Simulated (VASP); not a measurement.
LiF: single point with r2SCAN

Crystal: LiF.

```
F Li
1.0
     8.01519    0.00000    0.00000
     0.00000    8.01519    0.00000
     0.00000    0.00000    8.01519
F Li
32 32
Direct
  0.25000 0.00000 0.00000
  0.25000 0.00000 0.50000
  0.25000 0.50000 0.00000
  0.25000 0.50000 0.50000
  0.75000 0.00000 0.00000
  0.75000 0.00000 0.50000
  0.75000 0.50000 0.00000
  0.75000 0.50000 0.50000
  0.00000 0.25000 0.00000
  0.00000 0.25000 0.50000
  0.00000 0.75000 0.00000
  0.00000 0.75000 0.50000
  0.50000 0.25000 0.00000
  0.50000 0.25000 0.50000
  0.50000 0.75000 0.00000
  0.50000 0.75000 0.50000
  0.00000 0.00000 0.25000
  0.00000 0.00000 0.75000
  0.00000 0.50000 0.25000
  0.00000 0.50000 0.75000
  0.50000 0.00000 0.25000
  0.50000 0.00000 0.75000
  0.50000 0.50000 0.25000
  0.50000 0.50000 0.75000
  0.25000 0.25000 0.25000
  0.25000 0.25000 0.75000
  0.25000 0.75000 0.25000
  0.25000 0.75000 0.75000
  0.75000 0.25000 0.25000
  0.75000 0.25000 0.75000
  0.75000 0.75000 0.25000
  0.75000 0.75000 0.75000
  0.00000 0.00000 0.00000
  0.00000 0.00000 0.50000
  0.00000 0.50000 0.00000
  0.00000 0.50000 0.50000
  0.50000 0.00000 0.00000
  0.50000 0.00000 0.50000
  0.50000 0.50000 0.00000
  0.50000 0.50000 0.50000
  0.25000 0.25000 0.00000
  0.25000 0.25000 0.50000
  0.25000 0.75000 0.00000
  0.25000 0.75000 0.50000
  0.75000 0.25000 0.00000
  0.75000 0.25000 0.50000
  0.75000 0.75000 0.00000
  0.75000 0.75000 0.50000
  0.25000 0.00000 0.25000
  0.25000 0.00000 0.75000
  0.25000 0.50000 0.25000
  0.25000 0.50000 0.75000
  0.75000 0.00000 0.25000
  0.75000 0.00000 0.75000
  0.75000 0.50000 0.25000
  0.75000 0.50000 0.75000
  0.00000 0.25000 0.25000
  0.00000 0.25000 0.75000
  0.00000 0.75000 0.25000
  0.00000 0.75000 0.75000
  0.50000 0.25000 0.25000
  0.50000 0.25000 0.75000
  0.50000 0.75000 0.25000
  0.50000 0.75000 0.75000
```

| Property | Result |
| --- | --- |
| Program | VASP 6.6.1 |
| Task | single point |
| Functional | r2SCAN |
| Potentials or basis | VASP PAW PBE potentials, release 64 (F, Li_sv) |
| Cutoff | 520 eV |
| k mesh | 1 × 1 × 1 |
| Occupations | fermi-dirac, width 0.05 eV |
| Spin | no spin polarisation |
| Dipole correction | no |
| Further INCAR settings | LREAL = Auto; ALGO = Normal; EDIFF = 1e-06; NBANDS = 198 |

| Property | Result |
| --- | --- |
| Band gap on the k mesh | 10.40 eV |

Levels at points of the mesh, in eV from the valence-band top:
| k point | band 158 | band 159 | band 160 | band 161 | band 162 | band 163 |
| --- | --- | --- | --- | --- | --- | --- |
| (0.00, 0.00, 0.00) | 0.00 | 0.00 | 0.00 | 10.40 | 11.91 | 11.91 |

It took 8.4 min on 1 thread of Intel(R) Xeon(R) Platinum 8488C (Sapphire Rapids), with other jobs on the host, peak memory 0.54 GiB.

Caveat: the k points lie up to 0.78 Å⁻¹ apart; the PAW data sets were made with another functional, which shifts forces and pressure a little. r2SCAN opens gaps a little over a GGA but as a rule still falls short of measured ones.
